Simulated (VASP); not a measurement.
# Zn2Cl3 (P-3m1) in VASP: further runs

Runs on Zn2Cl3. Level: PBE. Tasks: single point.

Program: VASP 6.6.1. These are calculated values, not measurements. Logs are shortened: lines on timing, memory, paths and dates and some standing lists are left out, and cuts for length are marked.

### 1 The cell of the first run

It takes space group P-3m1 (No. 164, trigonal). Conventional cell: a = 4.251 Å, b = 4.251 Å, c = 6.614 Å, α = 90.00°, β = 90.00°, γ = 120.00°. Zn (site symmetry 3m) has 7 Cl at 2.56 to 2.94 Å within 3.4 Å. Within 3.9 Å of Cl (site symmetry -3m) lie 6 Zn at 2.94 Å and 6 Cl at 3.40 Å. Within 3.4 Å of Cl (site symmetry 3m) lie 4 Zn at 2.56 to 2.65 Å and 6 Cl at 3.11 to 3.40 Å.

### 2 Single point, PBE

INCAR reads:

```
SYSTEM = Zn2Cl3
PREC = Accurate ; ENCUT = 520
EDIFF = 1E-7 ; ISMEAR = 0
SIGMA = 0.1 ; LREAL = .False.
LASPH = .True. ; NELM = 80
ALGO = Normal ; ISIF = 2
LWAVE = .False. ; LCHARG = .False.
GGA = PE ; NBANDS = 30
```

KPOINTS reads:

```
Automatic mesh
0
Gamma
  6 6 4
  0 0 0
```

POSCAR reads:

```
Zn2Cl3
1.0
    4.2507880678      0.0000000000      0.0000000000
   -2.1253940339      3.6812904528      0.0000000000
    0.0000000000      0.0000000000      6.6135357502
Zn Cl
2 3
Direct
    0.3333333333      0.6666666667      0.2450000000
    0.6666666667      0.3333333333      0.7550000000
    0.0000000000      0.0000000000      0.0000000000
    0.3333333333      0.6666666667      0.6450000000
    0.6666666667      0.3333333333      0.3550000000
```

Potentials or basis: VASP PAW PBE potentials, release 64 (Zn, Cl).

On the command line:

```bash
$ cat potpaw_PBE.64/Zn/POTCAR potpaw_PBE.64/Cl/POTCAR > POTCAR
$ mpirun -np 1 vasp_std > vasp.out
```

OUTCAR:

```text
SYSTEM = Zn2Cl3
   PREC = Accurate
   ENCUT = 520
   EDIFF = 1E-7
   ISMEAR = 0
   LREAL = .False.
   LASPH = .True.
   NELM = 80
   ISIF = 2
   GGA = PE

 ion  position               nearest neighbor table
   1  0.333  0.667  0.245-   5 2.56   5 2.56   5 2.56   4 2.65
   2  0.667  0.333  0.755-   4 2.56   4 2.56   4 2.56   5 2.65
   3  0.000  0.000  0.000-
   4  0.333  0.667  0.645-   2 2.56   2 2.56   2 2.56   1 2.65
   5  0.667  0.333  0.355-   1 2.56   1 2.56   1 2.56   2 2.65

  LATTYP: Found a hexagonal cell.
 ALAT       =     4.2507880678
 C/A-ratio  =     1.5558375635

  Lattice vectors:

 A1 = (   4.2507880678,   0.0000000000,   0.0000000000)
 A2 = (  -2.1253940339,   3.6812904528,   0.0000000000)
 A3 = (   0.0000000000,   0.0000000000,   6.6135357502)

Analysis of symmetry for initial positions (statically):
=====================================================================
 Subroutine PRICEL returns:
 Original cell was already a primitive cell.

 Routine SETGRP: Setting up the symmetry group for a
 hexagonal supercell.

 Subroutine GETGRP returns: Found 12 space group operations
 (whereof 12 operations were pure point group operations)
 out of a pool of 24 trial point group operations.

The static configuration has the point symmetry D_3d.

Analysis of symmetry for dynamics (positions and initial velocities):
=====================================================================
 Subroutine PRICEL returns:
 Original cell was already a primitive cell.

 Routine SETGRP: Setting up the symmetry group for a
 hexagonal supercell.

 Subroutine GETGRP returns: Found 12 space group operations
 (whereof 12 operations were pure point group operations)
 out of a pool of 24 trial point group operations.

The dynamic configuration has the point symmetry D_3d.

 Subroutine INISYM returns: Found 12 space group operations
 (whereof 12 operations are pure point group operations),
 and found     1 'primitive' translations

----------------------------------------------------------------------------------------

                                     Primitive cell

  volume of cell :     103.4912

  direct lattice vectors                    reciprocal lattice vectors
     4.250788068  0.000000000  0.000000000     0.235250496  0.135821937  0.000000000
    -2.125394034  3.681290453  0.000000000     0.000000000  0.271643874  0.000000000
     0.000000000  0.000000000  6.613535750     0.000000000  0.000000000  0.151205049

  length of vectors
     4.250788068  4.250788068  6.613535750     0.271643874  0.271643874  0.151205049

  position of ions in fractional coordinates (direct lattice)
     0.333333333  0.666666667  0.245000000
     0.666666667  0.333333333  0.755000000
     0.000000000  0.000000000  0.000000000
     0.333333333  0.666666667  0.645000000
     0.666666667  0.333333333  0.355000000

  ion indices of the primitive-cell ions
   primitive index   ion index
                 1           1
                 2           2
                 3           3
                 4           4
                 5           5

----------------------------------------------------------------------------------------

 KPOINTS: Automatic mesh

Automatic generation of k-mesh.
 Grid dimensions read from file:
 generate k-points for:    6    6    4

 Generating k-lattice:

  Cartesian coordinates                     Fractional coordinates (reciprocal lattice)
     0.039208416  0.022636990  0.000000000     0.166666667  0.000000000  0.000000000
     0.000000000  0.045273979  0.000000000     0.000000000  0.166666667  0.000000000
     0.000000000  0.000000000  0.037801262     0.000000000  0.000000000  0.250000000

  Length of vectors
     0.045273979  0.045273979  0.037801262

  Shift w.r.t. Gamma in fractional coordinates (k-lattice)
     0.000000000  0.000000000  0.000000000

 Subroutine IBZKPT returns following result:
 ===========================================

 Found     24 irreducible k-points:

 Following reciprocal coordinates:
            Coordinates               Weight
  0.000000  0.000000  0.000000      1.000000
  0.166667  0.000000  0.000000      6.000000
  0.333333  0.000000  0.000000      6.000000
  0.500000  0.000000  0.000000      3.000000
  0.166667  0.166667  0.000000      6.000000
  0.333333  0.166667  0.000000     12.000000
[... 16 lines left out ...]
  0.333333  0.166667  0.500000     12.000000
  0.333333  0.333333  0.500000      2.000000
   k-points           NKPTS =     24   k-points in BZ     NKDIM =     24   number of bands    NBANDS=     30
   number of dos      NEDOS =    301   number of ions     NIONS =      5
   total plane-waves  NPLWV =  51200
   dimension x,y,z NGX =    32 NGY =   32 NGZ =   50
   dimension x,y,z NGXF=    64 NGYF=   64 NGZF=  100
   ions per type =               2   3
   NGX,Y,Z   is equivalent  to a cutoff of  12.52, 12.52, 12.57 a.u.
   NGXF,Y,Z  is equivalent  to a cutoff of  25.03, 25.03, 25.14 a.u.
 SYSTEM =  Zn2Cl3
   PREC   = accura    normal or accurate (medium, high low for compatibility)
   ISTART =      0    job   : 0-new  1-cont  2-samecut
   ICHARG =      2    charge: 1-file 2-atom 10-const
   ISPIN  =      1    spin polarized calculation?
   LNONCOLLINEAR =      F non collinear calculations
   LSORBIT =      F    spin-orbit coupling
   LASPH  =      T    aspherical Exc in radial PAW
   ENCUT  =  520.0 eV  38.22 Ry    6.18 a.u.   7.90  7.90 12.30*2*pi/ulx,y,z
   NELM   =     80;   NELMIN=  2; NELMDL= -5     # of ELM steps
   EDIFF  = 0.1E-06   stopping-criterion for ELM
   LREAL  =      F    real-space projection
   EDIFFG = 0.1E-05   stopping-criterion for IOM
   NSW    =      0    number of steps for IOM
   IBRION =     -1    ionic relax: 0-MD 1-quasi-New 2-CG
   NFREE  =      0    steps in history (QN), initial steepest desc. (CG)
   ISIF   =      2    stress and relaxation
   ISYM   =      2    0-nonsym 1-usesym 2-fastsym
   POTIM  = 0.5000    time-step for ionic-motion
   TEBEG  =    0.0;   TEEND  =   0.0 temperature during run
   PSTRESS=    0.0 pullay stress
   NELECT =      45.0000    total number of electrons
   NUPDOWN=      -1.0000    fix difference up-down
   EMIN   =  10.00;   EMAX   =-10.00  energy-range for DOS
   EFERMI =   0.00;   METHOD = LEGACY
   ISMEAR =     0;   SIGMA  =   0.10  broadening in eV -4-tet -1-fermi 0-gaus
   EFERMI_NEDOS =   21; number of points for ismear=-14 and -15
   IALGO  =     38    algorithm
   IMIX   =      4    mixing-type and parameters
     AMIX     =   0.40;   BMIX     =  1.00
     AMIX_MAG =   1.60;   BMIX_MAG =  1.00
  volume/ion in A,a.u.               =      20.70       139.68
  Fermi-wavevector in a.u.,A,eV,Ry     =   1.240256  2.343744 20.928949  1.538234
  Thomas-Fermi vector in A             =   2.374704
   LORBIT       =      0    0 simple, 1 ext, 2 COOP (PROOUT), +10 PAW based schemes
   GGA     = PE    functional components
   LHFCALC =     F    Hartree Fock is set to
   AEXX    =    0.0000 exact exchange contribution
   IVDW    =     0    specifies the selected vdW correction
   LEPSILON=     F    determine dielectric tensor
   LRPA    =     F    only Hartree local field effects (RPA)
 non-spin polarized calculation
 Gauss-broadening in eV      SIGMA  =   0.10
  energy-cutoff  :      520.00
  volume of cell :      103.49
 maximum number of plane-waves:      2820
   NGX = 15   NGY = 15   NGZ = 25

 number of electron      44.9999989 magnetization

 Free energy of the ion-electron system (eV)
  ---------------------------------------------------
  ext. energy  EPLUGINS =         0.00000000
  ---------------------------------------------------
  free energy    TOTEN  =       -10.15262948 eV

  energy without entropy =      -10.13794904  energy(sigma->0) =      -10.14528926

 E-fermi :   3.7872     XC(G=0):  -9.5036

 val. band max:        3.7754686560   @ k =  -0.1667   0.5000   0.2500
 cond. band min:       3.7887609539   @ k =   0.3333   0.0000   0.5000
 fundamental gap:      0.0132922979
 Fermi energy:         3.7872166753

 k-point     1 :       0.0000    0.0000    0.0000
  band No.  band energies     occupation
      1     -13.8583      2.00000
      2     -12.7057      2.00000
      3     -12.2558      2.00000
      4      -4.2845      2.00000
      5      -4.2845      2.00000
      6      -4.2153      2.00000
[... 22 lines left out ...]
     29       7.9805      0.00000
     30       9.1439      0.00000

 k-point     2 :       0.1667    0.0000    0.0000
  band No.  band energies     occupation
      1     -13.7549      2.00000
      2     -12.7308      2.00000
      3     -12.2447      2.00000
      4      -4.3223      2.00000
      5      -4.2655      2.00000
      6      -4.2237      2.00000
[... 22 lines left out ...]
     29       8.9597      0.00000
     30       9.5973      0.00000

 k-point     3 :       0.3333    0.0000    0.0000
  band No.  band energies     occupation
      1     -13.4958      2.00000
      2     -12.8285      2.00000
      3     -12.2266      2.00000
      4      -4.3171      2.00000
      5      -4.2342      2.00000
      6      -4.1278      2.00000
[... 22 lines left out ...]
     29       9.9539      0.00000
     30      10.3714      0.00000

 k-point     4 :       0.5000    0.0000    0.0000
  band No.  band energies     occupation
      1     -13.2918      2.00000
      2     -12.9495      2.00000
      3     -12.2195      2.00000
      4      -4.2454      2.00000
      5      -4.2243      2.00000
      6      -4.1188      2.00000
[... 616 lines left out ...]
     29       9.0873      0.00000
     30      10.4112      0.00000

 k-point    23 :       0.3333    0.1667    0.5000
  band No.  band energies     occupation
      1     -13.2891      2.00000
      2     -12.9434      2.00000
      3     -12.2257      2.00000
      4      -4.3312      2.00000
      5      -4.2219      2.00000
      6      -4.1485      2.00000
[... 22 lines left out ...]
     29       9.6942      0.00000
     30      10.5668      0.00000

 k-point    24 :       0.3333    0.3333    0.5000
  band No.  band energies     occupation
      1     -13.0913      2.00000
      2     -13.0913      2.00000
      3     -12.2259      2.00000
      4      -4.2481      2.00000
      5      -4.1856      2.00000
      6      -4.1856      2.00000
[... 22 lines left out ...]
     29       9.3665      0.00000
     30       9.3665      0.00000

------------------------ aborting loop because EDIFF is reached ----------------------------------------

  FORCE on cell =-STRESS in cart. coord.  units (eV):
  Direction    XX          YY          ZZ          XY          YZ          ZX
  --------------------------------------------------------------------------------------
  -------------------------------------------------------------------------------------
  Total        0.2446167      0.2446167      2.6052282     -0.0000000      0.0000000      0.0000000
  in kB        3.7869841      3.7869841     40.3323106     -0.0000000      0.0000000      0.0000000
  external PRESSURE =      15.9687596 kB  Pullay stress =       0.0000000 kB

 VOLUME and BASIS-vectors are now :
 -----------------------------------------------------------------------------
  energy-cutoff  :      520.00
  volume of cell :      103.49
      direct lattice vectors                 reciprocal lattice vectors
     4.250788068  0.000000000  0.000000000     0.235250496  0.135821937  0.000000000
    -2.125394034  3.681290453  0.000000000     0.000000000  0.271643874  0.000000000
     0.000000000  0.000000000  6.613535750     0.000000000  0.000000000  0.151205049

 POSITION                                       TOTAL-FORCE (eV/Angst)
 -----------------------------------------------------------------------------------
     -0.00000      2.45419      1.62032         0.000000     -0.000000     -0.346661
      2.12539      1.22710      4.99322        -0.000000      0.000000      0.346661
      0.00000      0.00000      0.00000        -0.000000      0.000000      0.000000
     -0.00000      2.45419      4.26573        -0.000000      0.000000      0.437287
      2.12539      1.22710      2.34781        -0.000000     -0.000000     -0.437287
 -----------------------------------------------------------------------------------
    total drift:                               -0.000000      0.000000      0.000000

  FREE ENERGIE OF THE ION-ELECTRON SYSTEM (eV)
  ---------------------------------------------------
  free  energy   TOTEN  =       -10.1526294794 eV

  energy  without entropy=      -10.1379490420  energy(sigma->0) =      -10.14528926
```

Wall time 56 s (1 thread of Intel Xeon Platinum 8488C (Sapphire Rapids), shared host); peak memory 0.24 GiB.

Results:

```yaml
Free_energy: -10.1526 eV
Pressure: 1.6 GPa
Largest_force: 0.437 eV/Å
```

Forces on the atoms (eV/Å):
```
Zn   0.000  0.000 -0.347
Zn   0.000  0.000  0.347
Cl   0.000  0.000  0.000
Cl   0.000  0.000  0.437
Cl   0.000  0.000 -0.437
```

Levels at points of the mesh, in eV from the Fermi level:
```tsv
k point	band 20	band 21	band 22	band 23	band 24	band 25	band 26	band 27
(0.00, 0.00, 0.00)	-3.88	-3.88	-3.40	-1.73	0.71	3.33	4.13	4.13
(0.50, 0.00, 0.00)	-4.02	-3.77	-3.16	-0.67	1.36	3.87	5.26	5.44
(0.00, 0.00, 0.50)	-4.09	-3.94	-3.94	0.12	0.30	1.77	3.11	3.11
(0.50, 0.00, 0.50)	-4.18	-3.35	-3.14	-0.06	0.78	3.04	4.57	5.44
```

Caveat: an odd number of electrons without spin polarisation forces a metal; a magnetic or distorted state may lie lower.

### 3 Single point, PBE

This run uses another cell than the first one, of 23.42 Å³/atom, 1.132 times its volume.

INCAR reads:

```
SYSTEM = Zn2Cl3
PREC     = Accurate       ! precision mode
ENCUT    = 520            ! plane-wave cutoff, eV
EDIFF    = 1E-6           ! SCF threshold, eV
ISMEAR   = 0              ! smearing method
SIGMA    = 0.1            ! smearing width, eV
LREAL    = .False.        ! projectors in reciprocal space
LASPH    = .True.         ! aspherical terms in the spheres
NELM     = 60             ! most SCF steps
ALGO     = Normal         ! electronic algorithm
ISIF     = 2              ! what is computed and relaxed
LWAVE    = .False.        ! write WAVECAR
LCHARG   = .False.        ! write CHGCAR
GGA      = PE             ! functional
NBANDS   = 30             ! bands
```

KPOINTS is that of step 2.

POSCAR reads:

```
Zn2Cl3
1.0
    3.7870868178      0.0000000000      0.0000000000
   -1.8935434089      3.2797133905      0.0000000000
    0.0000000000      0.0000000000      9.4290529086
Zn Cl
2 3
Direct
    0.3333333333      0.6666666667      0.1785898274
    0.6666666667      0.3333333333      0.8214101726
    0.0000000000      0.0000000000      0.0000000000
    0.3333333333      0.6666666667      0.6923598937
    0.6666666667      0.3333333333      0.3076401063
```

Potentials or basis: VASP PAW PBE potentials, release 64 (Zn, Cl).

On the command line:

```bash
$ cat potpaw_PBE.64/Zn/POTCAR potpaw_PBE.64/Cl/POTCAR > POTCAR
$ mpirun -np 1 vasp_std > vasp.out
```

Wall time 65 s (1 thread of Intel Xeon Platinum 8488C (Sapphire Rapids), shared host); peak memory 0.25 GiB.

The run converged. Its results:

| Property | Result |
| --- | --- |
| Free energy | -11.0967 eV |
| Pressure | 0.1 GPa |
| Largest force | 0.028 eV/Å |

Forces on the atoms (eV/Å):
```
Zn   0.000  0.000  0.027
Zn   0.000  0.000 -0.027
Cl   0.000  0.000  0.000
Cl   0.000  0.000 -0.028
Cl   0.000  0.000  0.028
```

Stress tensor (GPa, compression positive):
```
0.00 0.00 0.00
0.00 0.00 0.00
0.00 0.00 0.38
```

Levels at points of the mesh, in eV from the Fermi level:
| k point | band 21 | band 22 | band 23 | band 24 | band 25 | band 26 |
| --- | --- | --- | --- | --- | --- | --- |
| (0.00, 0.00, 0.00) | -3.97 | -3.97 | -1.04 | 0.92 | 2.01 | 4.63 |
| (0.50, 0.00, 0.00) | -4.15 | -4.08 | -0.69 | 1.45 | 2.81 | 4.33 |
| (0.00, 0.00, 0.50) | -3.99 | -3.99 | -0.64 | 0.58 | 2.05 | 4.60 |
| (0.50, 0.00, 0.50) | -4.04 | -3.99 | -0.56 | 1.28 | 2.52 | 4.63 |

Caveat: this functional lacks dispersion, which binds the layers, so the pressure and a relaxed spacing across them are unreliable; an odd number of electrons without spin polarisation forces a metal; a magnetic or distorted state may lie lower.

### 4 Single point, PBE

This run uses another cell than the first one, of 20.33 Å³/atom, 0.982 times its volume.

INCAR reads:

```
PREC = Accurate
ENCUT = 520
EDIFF = 1E-6
ISMEAR = 0
SIGMA = 0.1
LREAL = False
LASPH = True
NELM = 80
ALGO = Normal
ISIF = 2
LWAVE = False
LCHARG = False
GGA = PE
NBANDS = 30
```

KPOINTS reads:

```
Automatic mesh
0
Gamma
  6 6 4
```

POSCAR reads:

```
Zn2Cl3
1.0
    4.5977888457      0.0000000000      0.0000000000
   -2.2988944228      3.9818019416      0.0000000000
    0.0000000000      0.0000000000      5.5514060225
Zn Cl
2 3
Direct
    0.3333333333      0.6666666667      0.1380000000
    0.6666666667      0.3333333333      0.8620000000
    0.0000000000      0.0000000000      0.0000000000
    0.3333333333      0.6666666667      0.6250000000
    0.6666666667      0.3333333333      0.3750000000
```

On the command line:

```bash
$ cat potpaw_PBE.64/Zn/POTCAR potpaw_PBE.64/Cl/POTCAR > POTCAR
$ mpirun -np 1 vasp_std > vasp.out
```

Run time: 2 min. Hardware: 1 thread of Oxide Virtual Turin-like, shared host; peak memory 0.21 GiB.

It converged, with:

```
Free energy   : -9.1682 eV
Pressure      : 0.8 GPa
Largest force : 1.067 eV/Å
```

Forces in eV/Å, atoms in the order of the input:
```
Zn   0.000  0.000  0.798
Zn   0.000  0.000 -0.798
Cl   0.000  0.000  0.000
Cl   0.000  0.000  1.067
Cl   0.000  0.000 -1.067
```

Stress tensor (GPa, compression positive):
```
 3.25  0.00  0.00
 0.00  3.25  0.00
 0.00  0.00 -4.04
```

Levels at points of the mesh, in eV from the Fermi level:
| k point | band 18 | band 19 | band 20 | band 21 | band 22 | band 23 | band 24 | band 25 | band 26 | band 27 |
| --- | --- | --- | --- | --- | --- | --- | --- | --- | --- | --- |
| (0.00, 0.00, 0.00) | -3.71 | -3.71 | -2.70 | -1.88 | -1.88 | -1.86 | 1.48 | 3.15 | 3.15 | 5.26 |
| (0.50, 0.00, 0.00) | -3.28 | -3.20 | -3.19 | -1.75 | -1.40 | -0.84 | 1.20 | 4.98 | 5.78 | 5.97 |
| (0.00, 0.00, 0.50) | -3.47 | -3.47 | -3.38 | -2.16 | -2.16 | 0.32 | 1.89 | 2.45 | 2.45 | 4.22 |
| (0.50, 0.00, 0.50) | -3.90 | -3.11 | -1.88 | -1.78 | -1.41 | 0.45 | 2.03 | 3.48 | 4.64 | 5.25 |

Caveat: an odd number of electrons without spin polarisation forces a metal; a magnetic or distorted state may lie lower.

### 5 The runs side by side

| cell | gap on the mesh (eV) | pressure (GPa) | largest force (eV/Å) |
| --- | --- | --- | --- |
| a = 4.251, b = 4.251, c = 6.614 Å, angles 90.0, 90.0, 120.0°, 5 atoms | none | 1.6 | 0.44 |
| a = 3.787, b = 3.787, c = 9.429 Å, angles 90.0, 90.0, 120.0°, 5 atoms | none | 0.1 | 0.03 |
| a = 4.598, b = 4.598, c = 5.551 Å, angles 90.0, 90.0, 120.0°, 5 atoms | none | 0.8 | 1.07 |

Alike in all rows: task single point; level PBE; potentials or basis VASP PAW PBE potentials, release 64 (Zn, Cl); no spin polarisation; k mesh 6 × 6 × 4; cutoff (eV) 520; smearing gaussian 0.1 eV.

Caveats: an odd number of electrons without spin polarisation forces a metal; a magnetic or distorted state may lie lower; this functional lacks dispersion, which binds the layers, so the pressure and a relaxed spacing across them are unreliable (some runs).

Total energies depend on the potentials used, so only differences within one code and one set of settings carry meaning.
